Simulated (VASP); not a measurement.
The system is Ti4W.

```
Ti W
1.0
     2.88130    0.00000    0.00000
    -1.44065    2.49527    0.00000
     0.00000    0.00000    9.26475
Ti W
4 1
Direct
  0.33333 0.66667 0.86586
  0.33333 0.66667 0.37680
  0.66667 0.33333 0.13414
  0.66667 0.33333 0.62320
  0.00000 0.00000 0.00000
```

| Property | Result |
| --- | --- |
| Program | VASP 6.6.1 |
| Task | relaxation of cell and atoms |
| Functional | PBE |
| Potentials or basis | VASP PAW PBE potentials, release 64 (Ti_sv, W_sv) |
| Cutoff | 600 eV |
| k mesh | 6 × 6 × 2 |
| Occupations | gaussian, width 0.1 eV |
| Spin | no spin polarisation |

At the start: pressure 109.8 GPa; volume 13.32 Å³/atom.

Question: How do energy, volume and symmetry change on relaxing?

Answer: Over 22 steps the energy falls by 2596.2 meV/atom and the volume is 16.96 Å³/atom (+27.3 %); space group P-3m1 (No. 164, to 0.05 Å).

Step by step:
| step | energy change (eV) | largest force (eV/Å) | pressure (GPa) | volume (Å³) |
| --- | --- | --- | --- | --- |
| 1 | 0.0000 | 17.9965 | 109.76 | 66.61 |
| 2 | 2.6436 | 0.3615 | -17.63 | 198.89 |
| 3 | -2.7444 | 1.3132 | -22.25 | 158.02 |
| 4 | -7.3180 | 1.8109 | -23.56 | 129.90 |
| 5 | -11.9625 | 1.1771 | -8.23 | 94.77 |
| 6 | -12.0302 | 1.3519 | 1.79 | 87.77 |
| 7 | -12.0776 | 1.2213 | -2.76 | 90.55 |
| 8 | -12.0771 | 1.2257 | -1.97 | 90.03 |
| 9 | -12.5903 | 0.8004 | -0.77 | 87.85 |
| 10 | -12.7549 | 0.5827 | 2.99 | 84.84 |
| 11 | -12.7870 | 0.3587 | -3.54 | 88.66 |
| 12 | -12.7953 | 0.4184 | -1.62 | 87.45 |
| 13 | -12.8370 | 0.3899 | -1.60 | 87.11 |
| 14 | -12.9532 | 0.2487 | -1.34 | 86.07 |
| 15 | -12.7177 | 1.1556 | 1.49 | 83.91 |
| 16 | -12.9715 | 0.1297 | -1.21 | 85.60 |
| 17 | -12.9719 | 0.0847 | -1.25 | 85.66 |
| 18 | -12.9493 | 0.0462 | 4.12 | 82.61 |
| 19 | -12.9781 | 0.0727 | 0.35 | 84.69 |
| 20 | -12.9803 | 0.0582 | -0.26 | 85.08 |
| 21 | -12.9804 | 0.0587 | -0.14 | 85.00 |
| 22 | -12.9812 | 0.0398 | 0.23 | 84.82 |

Final structure:
```cif
data_structure
_symmetry_space_group_name_H-M 'P 1'
_symmetry_Int_Tables_number 1
_cell_length_a 2.8780
_cell_length_b 2.8780
_cell_length_c 11.8251
_cell_angle_alpha 90.000
_cell_angle_beta 90.000
_cell_angle_gamma 120.000
_cell_volume 84.82
loop_
_atom_site_label
_atom_site_type_symbol
_atom_site_fract_x
_atom_site_fract_y
_atom_site_fract_z
_atom_site_occupancy
Ti1 Ti 0.33333 0.66667 0.79910 1
Ti2 Ti 0.33333 0.66667 0.39668 1
Ti3 Ti 0.66667 0.33333 0.20090 1
Ti4 Ti 0.66667 0.33333 0.60332 1
W1 W 0.00000 0.00000 0.00000 1
```

Caveat: the k points lie up to 0.42 Å⁻¹ apart in the final cell; the volume moved by over 15 % at a fixed basis, so the end points are rough.
